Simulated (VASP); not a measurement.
A run of VASP 6.6.1 is set up as follows.

Contents of INCAR:

```
SYSTEM = ZrB2
PREC = Accurate
ENCUT = 520
EDIFF = 1E-7
ISMEAR = -1
SIGMA = 0.05
LREAL = .False.
LASPH = .True.
NELM = 60
ALGO = Normal
ISIF = 2
LWAVE = .False.
LCHARG = .False.
GGA = PE
NBANDS = 16
```

The input KPOINTS:

```
regular mesh
0
Gamma
  10 10 8
  0 0 0
```

File POSCAR:

```
ZrB2
1.0
    3.1909939893      0.0000000000      0.0000000000
   -1.5954969947      2.7634818581      0.0000000000
    0.0000000000      0.0000000000      3.5563980329
Zr B
1 2
Direct
    0.0000000000      0.0000000000      0.0000000000
    0.6666666667      0.3333333333      0.5000000000
    0.3333333333      0.6666666667      0.5000000000
```

Potentials or basis: VASP PAW PBE potentials, release 64 (Zr_sv, B).

Launch:

```bash
$ cat potpaw_PBE.64/Zr_sv/POTCAR potpaw_PBE.64/B/POTCAR > POTCAR
$ mpirun -np 1 vasp_std > vasp.out
```

(1) Estimate the band gap on the k mesh.

(2) What does it give for the pressure?

Results:

(1) zero (band 9 reaches 10.87 eV, above the bottom of band 10 at 10.08 eV).

(2) -3.7 GPa.
